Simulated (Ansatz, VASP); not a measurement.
**Two plane-wave programs on W**

The input INCAR:

```
SYSTEM = W
ALGO = Normal
EDIFF = 1E-6
ENCUT = 520
ISIF = 2
ISMEAR = -1
LASPH = .TRUE.
LCHARG = .FALSE.
LREAL = .FALSE.
LWAVE = .FALSE.
NBANDS = 13
NELM = 60
PREC = Accurate
SIGMA = 0.15
```

File KPOINTS:

```
k-points
0
G
  20 20 20
  0 0 0
```

File POSCAR:

```
W
1.0
    0.0000000000      2.0003237076      2.0003237076
    2.0003237076      0.0000000000      2.0003237076
    2.0003237076      2.0003237076      0.0000000000
W
1
Direct
    0.0000000000      0.0000000000      0.0000000000
```

Input for Ansatz:

```yaml
crystal:
  lattice:
    - [0.0, 2.0003237076, 2.0003237076]
    - [2.0003237076, 0.0, 2.0003237076]
    - [2.0003237076, 2.0003237076, 0.0]
  atoms:
    - { symbol: W, position: [0.0, 0.0, 0.0] }
basis:
  ecutwfc: 420
kpoints:
  mp_grid: { grid: [20, 20, 20] }
hamiltonian:
  xc: lda
scf:
  occupations: { method: fermi_dirac, width: 0.15 }
output:
  forces: true
  stress: true
  eigenvalues: true
```

Alike in both runs: task single point; functional LDA; k mesh 20 × 20 × 20; occupations fermi-dirac, width 0.15 eV; no spin polarisation.

|  | VASP | Ansatz |
| --- | --- | --- |
| version | VASP 6.6.1 | Ansatz 0.2.0 |
| potentials or method | VASP PAW LDA potentials, release 64 (W_sv), cutoff 520 eV | scalar-relativistic, plane waves, PAW |
| valence electrons in the cell | 14 | 14 |

Ansatz gave:

```
gap on the k mesh at the Fermi level (eV) : none
pressure (GPa)                            : -5.9
```

Question: What did VASP give for the same quantities?

Answer: gap on the k mesh at the Fermi level (eV): none; pressure (GPa): -4.2.

LDA's correlation is that of Perdew and Zunger in VASP and of Perdew and Wang (1992) in Ansatz. A gap of «none» marks a metal or a gap that the smearing closes.

Spin-orbit coupling is off throughout.
